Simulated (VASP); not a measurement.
# Si2Mo (P6_222) in VASP: single point with PBEsol

Aim: the single point of Si2Mo with PBEsol.

Everything below comes from runs of VASP 6.6.1. Logs are shortened: lines on timing, memory, paths and dates and some standing lists are left out, and cuts for length are marked.

## 1. The cell of the first run

Symmetry: P6_222, No. 180, hexagonal system. The conventional cell has a = 4.574 Å, b = 4.574 Å, c = 6.567 Å, α = 90.00°, β = 90.00°, γ = 120.00°. Si (site symmetry 2) has 9 Si at 2.55 to 3.19 Å and 5 Mo at 2.56 to 2.66 Å within 3.4 Å. Mo (site symmetry 222) has 10 Si at 2.56 to 2.66 Å and 4 Mo at 3.17 Å within 3.4 Å.

## 2. Single point, PBEsol

File INCAR:

```
  PREC = Accurate
  ENCUT = 520
  EDIFF = 1E-7
  ISMEAR = 0
  SIGMA = 0.01
  LREAL = F
  LASPH = T
  NELM = 80
  ALGO = Normal
  ISIF = 2
  LWAVE = F
  LCHARG = F
  GGA = PS
  NBANDS = 43
```

File KPOINTS:

```
Automatic mesh
0
Gamma
  9 9 6
```

File POSCAR:

```
Si2Mo
1.0
    4.5744785222      0.0000000000      0.0000000000
   -2.2872392611      3.9616146093      0.0000000000
    0.0000000000      0.0000000000      6.5666608968
Si Mo
6 3
Direct
    0.1641884002      0.8358115998      0.8333333333
    0.3283768003      0.1641884002      0.1666666667
    0.8358115998      0.6716231997      0.5000000000
    0.8358115998      0.1641884002      0.8333333333
    0.6716231997      0.8358115998      0.1666666667
    0.1641884002      0.3283768003      0.5000000000
    0.5000000000      0.0000000000      0.5000000000
    0.0000000000      0.5000000000      0.1666666667
    0.5000000000      0.5000000000      0.8333333333
```

Potentials or basis: VASP PAW PBE potentials, release 64 (Si, Mo_sv).

Command:

```bash
$ cat potpaw_PBE.64/Si/POTCAR potpaw_PBE.64/Mo_sv/POTCAR > POTCAR
$ mpirun -np 1 vasp_std > vasp.out
```

OUTCAR:

```text
PREC = Accurate
   ENCUT = 520
   EDIFF = 1E-7
   ISMEAR = 0
   LREAL = F
   LASPH = T
   NELM = 80
   ISIF = 2
   GGA = PS

 ion  position               nearest neighbor table
   1  0.164  0.836  0.833-   3 2.55   2 2.55   7 2.56   8 2.56   4 2.60   9 2.63   9 2.63   9 2.66
                             4 2.66   4 2.66   6 3.14   5 3.14
   2  0.328  0.164  0.167-   6 2.55   1 2.55   7 2.56   9 2.56   5 2.60   8 2.63   8 2.63   8 2.66
                             5 2.66   5 2.66   3 3.14   4 3.14
   3  0.836  0.672  0.500-   5 2.55   1 2.55   9 2.56   8 2.56   6 2.60   7 2.63   7 2.63   7 2.66
                             6 2.66   6 2.66   4 3.14   2 3.14
   4  0.836  0.164  0.833-   6 2.55   5 2.55   7 2.56   8 2.56   1 2.60   9 2.63   9 2.63   9 2.66
                             1 2.66   1 2.66   3 3.14   2 3.14
   5  0.672  0.836  0.167-   3 2.55   4 2.55   7 2.56   9 2.56   2 2.60   8 2.63   8 2.63   8 2.66
                             2 2.66   2 2.66   6 3.14   1 3.14
   6  0.164  0.328  0.500-   2 2.55   4 2.55   9 2.56   8 2.56   3 2.60   7 2.63   7 2.63   7 2.66
                             3 2.66   3 2.66   5 3.14   1 3.14
   7  0.500  0.000  0.500-   1 2.56   4 2.56   2 2.56   5 2.56   3 2.63   6 2.63   6 2.63   3 2.63
                             6 2.66   3 2.66   8 3.17   9 3.17   9 3.17   8 3.17
   8  0.000  0.500  0.167-   3 2.56   6 2.56   4 2.56   1 2.56   5 2.63   2 2.63   2 2.63   5 2.63
                             5 2.66   2 2.66   7 3.17   7 3.17   9 3.17   9 3.17
   9  0.500  0.500  0.833-   3 2.56   6 2.56   5 2.56   2 2.56   1 2.63   4 2.63   1 2.63   4 2.63
                             1 2.66   4 2.66   7 3.17   7 3.17   8 3.17   8 3.17

  LATTYP: Found a hexagonal cell.
 ALAT       =     4.5744785222
 C/A-ratio  =     1.4354993394

  Lattice vectors:

 A1 = (   4.5744785222,   0.0000000000,   0.0000000000)
 A2 = (  -2.2872392611,   3.9616146093,   0.0000000000)
 A3 = (   0.0000000000,   0.0000000000,   6.5666608968)

Analysis of symmetry for initial positions (statically):
=====================================================================
 Subroutine PRICEL returns:
 Original cell was already a primitive cell.

 Routine SETGRP: Setting up the symmetry group for a
 hexagonal supercell.

 Subroutine GETGRP returns: Found 12 space group operations
 (whereof  4 operations were pure point group operations)
 out of a pool of 24 trial point group operations.

The static configuration has the point symmetry D_2 .
 The point group associated with its full space group is D_6 .

Analysis of symmetry for dynamics (positions and initial velocities):
=====================================================================
 Subroutine PRICEL returns:
 Original cell was already a primitive cell.

 Routine SETGRP: Setting up the symmetry group for a
 hexagonal supercell.

 Subroutine GETGRP returns: Found 12 space group operations
 (whereof  4 operations were pure point group operations)
 out of a pool of 24 trial point group operations.

The dynamic configuration has the point symmetry D_2 .
 The point group associated with its full space group is D_6 .

 Subroutine INISYM returns: Found 12 space group operations
 (whereof  4 operations are pure point group operations),
 and found     1 'primitive' translations

----------------------------------------------------------------------------------------

                                     Primitive cell

  volume of cell :     119.0031

  direct lattice vectors                    reciprocal lattice vectors
     4.574478522  0.000000000  0.000000000     0.218604152  0.126211166  0.000000000
    -2.287239261  3.961614609  0.000000000     0.000000000  0.252422332  0.000000000
     0.000000000  0.000000000  6.566660897     0.000000000  0.000000000  0.152284398

  length of vectors
     4.574478522  4.574478522  6.566660897     0.252422332  0.252422332  0.152284398

  position of ions in fractional coordinates (direct lattice)
     0.164188400  0.835811600  0.833333333
     0.328376800  0.164188400  0.166666667
     0.835811600  0.671623200  0.500000000
     0.835811600  0.164188400  0.833333333
     0.671623200  0.835811600  0.166666667
     0.164188400  0.328376800  0.500000000
     0.500000000  0.000000000  0.500000000
     0.000000000  0.500000000  0.166666667
     0.500000000  0.500000000  0.833333333

  ion indices of the primitive-cell ions
   primitive index   ion index
                 1           1
                 2           2
                 3           3
                 4           4
                 5           5
                 6           6
                 7           7
                 8           8
                 9           9

----------------------------------------------------------------------------------------

 KPOINTS: Automatic mesh

Automatic generation of k-mesh.
 Grid dimensions read from file:
 generate k-points for:    9    9    6

 Generating k-lattice:

  Cartesian coordinates                     Fractional coordinates (reciprocal lattice)
     0.024289350  0.014023463  0.000000000     0.111111111  0.000000000  0.000000000
     0.000000000  0.028046926  0.000000000     0.000000000  0.111111111  0.000000000
     0.000000000  0.000000000  0.025380733     0.000000000  0.000000000  0.166666667

  Length of vectors
     0.028046926  0.028046926  0.025380733

  Shift w.r.t. Gamma in fractional coordinates (k-lattice)
     0.000000000  0.000000000  0.000000000

 Subroutine IBZKPT returns following result:
 ===========================================

 Found     48 irreducible k-points:

 Following reciprocal coordinates:
            Coordinates               Weight
  0.000000  0.000000  0.000000      1.000000
  0.111111  0.000000  0.000000      6.000000
  0.222222 -0.000000  0.000000      6.000000
  0.333333  0.000000  0.000000      6.000000
  0.444444 -0.000000  0.000000      6.000000
  0.111111  0.111111  0.000000      6.000000
[... 16 lines left out ...]
  0.333333  0.222222  0.166667     24.000000
  0.333333  0.333333  0.166667      4.000000
 [... further k-points ...]
   k-points           NKPTS =     48   k-points in BZ     NKDIM =     48   number of bands    NBANDS=     43
   number of dos      NEDOS =    301   number of ions     NIONS =      9
   total plane-waves  NPLWV =  64800
   dimension x,y,z NGX =    36 NGY =   36 NGZ =   50
   dimension x,y,z NGXF=    72 NGYF=   72 NGZF=  100
   ions per type =               6   3
   NGX,Y,Z   is equivalent  to a cutoff of  13.08, 13.08, 12.66 a.u.
   NGXF,Y,Z  is equivalent  to a cutoff of  26.17, 26.17, 25.32 a.u.
 SYSTEM =  unknown system
   PREC   = accura    normal or accurate (medium, high low for compatibility)
   ISTART =      0    job   : 0-new  1-cont  2-samecut
   ICHARG =      2    charge: 1-file 2-atom 10-const
   ISPIN  =      1    spin polarized calculation?
   LNONCOLLINEAR =      F non collinear calculations
   LSORBIT =      F    spin-orbit coupling
   LASPH  =      T    aspherical Exc in radial PAW
   ENCUT  =  520.0 eV  38.22 Ry    6.18 a.u.   8.51  8.51 12.21*2*pi/ulx,y,z
   NELM   =     80;   NELMIN=  2; NELMDL= -5     # of ELM steps
   EDIFF  = 0.1E-06   stopping-criterion for ELM
   LREAL  =      F    real-space projection
   EDIFFG = 0.1E-05   stopping-criterion for IOM
   NSW    =      0    number of steps for IOM
   IBRION =     -1    ionic relax: 0-MD 1-quasi-New 2-CG
   NFREE  =      0    steps in history (QN), initial steepest desc. (CG)
   ISIF   =      2    stress and relaxation
   ISYM   =      2    0-nonsym 1-usesym 2-fastsym
   POTIM  = 0.5000    time-step for ionic-motion
   TEBEG  =    0.0;   TEEND  =   0.0 temperature during run
   PSTRESS=    0.0 pullay stress
   NELECT =      66.0000    total number of electrons
   NUPDOWN=      -1.0000    fix difference up-down
   EMIN   =  10.00;   EMAX   =-10.00  energy-range for DOS
   EFERMI =   0.00;   METHOD = LEGACY
   ISMEAR =     0;   SIGMA  =   0.01  broadening in eV -4-tet -1-fermi 0-gaus
   EFERMI_NEDOS =   21; number of points for ismear=-14 and -15
   IALGO  =     38    algorithm
   IMIX   =      4    mixing-type and parameters
     AMIX     =   0.40;   BMIX     =  1.00
     AMIX_MAG =   1.60;   BMIX_MAG =  1.00
  volume/ion in A,a.u.               =      13.22        89.23
  Fermi-wavevector in a.u.,A,eV,Ry     =   1.345045  2.541766 24.614910  1.809145
  Thomas-Fermi vector in A             =   2.472989
   LORBIT       =      0    0 simple, 1 ext, 2 COOP (PROOUT), +10 PAW based schemes
   GGA     = PS    functional components
   LHFCALC =     F    Hartree Fock is set to
   AEXX    =    0.0000 exact exchange contribution
   IVDW    =     0    specifies the selected vdW correction
   LEPSILON=     F    determine dielectric tensor
   LRPA    =     F    only Hartree local field effects (RPA)
 non-spin polarized calculation
 Gauss-broadening in eV      SIGMA  =   0.01
  energy-cutoff  :      520.00
  volume of cell :      119.00
 maximum number of plane-waves:      3234
 NGX is ok and might be reduce to    36
   NGX = 17   NGY = 17   NGZ = 25

 number of electron      65.9999995 magnetization

 Free energy of the ion-electron system (eV)
  ---------------------------------------------------
  ext. energy  EPLUGINS =         0.00000000
  ---------------------------------------------------
  free energy    TOTEN  =       -74.98779623 eV

  energy without entropy =      -74.98779623  energy(sigma->0) =      -74.98779623

 E-fermi :  12.9167     XC(G=0): -12.5756

 val. band max:       12.8731752747   @ k =   0.4444  -0.0000   0.5000
 cond. band min:      13.0423636406   @ k =   0.4444  -0.0000   0.0000
 fundamental gap:      0.1691883659
 Fermi energy:        12.9167496311

 k-point     1 :       0.0000    0.0000    0.0000
  band No.  band energies     occupation
      1     -48.1056      2.00000
      2     -48.0739      2.00000
      3     -48.0739      2.00000
      4     -22.3881      2.00000
      5     -22.3846      2.00000
      6     -22.3846      2.00000
[... 35 lines left out ...]
     42      15.9563      0.00000
     43      16.4027      0.00000
[... 1017 lines left out ...]
      3     -48.0745      2.00000
      4     -22.4437      2.00000
      5     -22.4155      2.00000
      6     -22.4006      2.00000
[... 35 lines left out ...]
     42      16.2796      0.00000
     43      16.3821      0.00000

 [... further k-points ...]
[... 5 lines left out ...]
  --------------------------------------------------------------------------------------
  -------------------------------------------------------------------------------------
  Total        0.2679184      0.2679184      0.3025610      0.0000000     -0.0000000      0.0000000
  in kB        3.6070709      3.6070709      4.0734758      0.0000000     -0.0000000      0.0000000
  external PRESSURE =       3.7625392 kB  Pullay stress =       0.0000000 kB

 VOLUME and BASIS-vectors are now :
 -----------------------------------------------------------------------------
  energy-cutoff  :      520.00
  volume of cell :      119.00
      direct lattice vectors                 reciprocal lattice vectors
     4.574478522  0.000000000  0.000000000     0.218604152  0.126211166  0.000000000
    -2.287239261  3.961614609  0.000000000     0.000000000  0.252422332  0.000000000
     0.000000000  0.000000000  6.566660897     0.000000000  0.000000000  0.152284398

 POSITION                                       TOTAL-FORCE (eV/Angst)
 -----------------------------------------------------------------------------------
     -1.16062      3.31116      5.47222        -0.003785      0.002185     -0.000000
      1.12661      0.65045      1.09444        -0.003785     -0.002185     -0.000000
      2.28724      2.66071      3.28333        -0.000000      0.004371     -0.000000
      3.44786      0.65045      5.47222         0.003785     -0.002185     -0.000000
      1.16062      3.31116      1.09444         0.003785      0.002185     -0.000000
      0.00000      1.30090      3.28333        -0.000000     -0.004371     -0.000000
      2.28724      0.00000      3.28333        -0.000000     -0.000000     -0.000000
     -1.14362      1.98081      1.09444        -0.000000     -0.000000     -0.000000
      1.14362      1.98081      5.47222        -0.000000      0.000000      0.000000
 -----------------------------------------------------------------------------------
    total drift:                               -0.000000     -0.000000      0.000001

  FREE ENERGIE OF THE ION-ELECTRON SYSTEM (eV)
  ---------------------------------------------------
  free  energy   TOTEN  =       -74.9877962300 eV

  energy  without entropy=      -74.9877962300  energy(sigma->0) =      -74.98779623
```

It took 5.9 min on 1 thread of AMD EPYC 7R13, shared host; peak memory 0.32 GiB.

Results:

* Free energy: -74.9878 eV
* Pressure: 0.4 GPa
* Largest force: 0.004 eV/Å
* Band gap on the k mesh: 0.17 eV, indirect (least direct gap 0.59 eV)

Forces on the atoms (eV/Å):
```
Si  -0.004  0.002  0.000
Si  -0.004 -0.002  0.000
Si   0.000  0.004  0.000
Si   0.004 -0.002  0.000
Si   0.004  0.002  0.000
Si   0.000 -0.004  0.000
Mo   0.000  0.000  0.000
Mo   0.000  0.000  0.000
Mo   0.000  0.000  0.000
```

Caveat: the PAW data sets were made with another functional, which shifts forces and pressure a little. A k mesh can miss the band edges.
